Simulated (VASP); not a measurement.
Write the native input for VASP 6.6.1 that does the following.

| Property | Result |
| --- | --- |
| Task | single point |
| Functional | PBE |
| Potentials or basis | VASP PAW PBE potentials, release 64 (Zr_sv, Sc_sv, N) |
| Cutoff | 520 eV |
| k mesh | 12 × 12 × 12 |
| Occupations | gaussian, width 0.1 eV |
| Spin | no spin polarisation |
| Dipole correction | no |
| Further INCAR settings | ALGO = Normal; EDIFF = 1e-06; NBANDS = 34 |

The structure of ZrSc2N3 lies in POSCAR:

```
ZrSc2N3
1.0
    5.6409828345      0.0000000000      0.0000000000
   -2.8204914172      4.8852344370      0.0000000000
    0.0000000000      0.0000000000      2.8915352933
Zr Sc N
1 2 3
Direct
    0.0000000000      0.0000000000      0.0000000000
    0.3333333333      0.6666666667      0.0000000000
    0.6666666667      0.3333333333      0.0000000000
    0.5000000000      0.0000000000      0.5000000000
    0.5000000000      0.5000000000      0.5000000000
    0.0000000000      0.5000000000      0.5000000000
```

The input as run:

INCAR

```
SYSTEM = ZrSc2N3
  PREC = Accurate
  ENCUT = 520
  EDIFF = 1E-6
  ISMEAR = 0
  SIGMA = 0.1
  LREAL = .False.
  LASPH = .True.
  NELM = 80
  ALGO = Normal
  ISIF = 2
  LWAVE = .False.
  LCHARG = .False.
  GGA = PE
  NBANDS = 34
```

KPOINTS

```
Automatic mesh
0
Gamma
  12 12 12
  0 0 0
```

Potentials or basis: VASP PAW PBE potentials, release 64 (Zr_sv, Sc_sv, N).

Run with:

```console
$ cat potpaw_PBE.64/Zr_sv/POTCAR potpaw_PBE.64/Sc_sv/POTCAR potpaw_PBE.64/N/POTCAR > POTCAR
$ mpirun -np 1 vasp_std > vasp.out
```

It gave:

```yaml
Pressure: 0.7 GPa
Band_gap_on_the_k_mesh: zero (an odd number of electrons rules out a gap without spin polarisation)
```

It took 15 min on 1 thread of Intel Xeon 8259CL, on a shared host, peak memory 0.44 GiB.
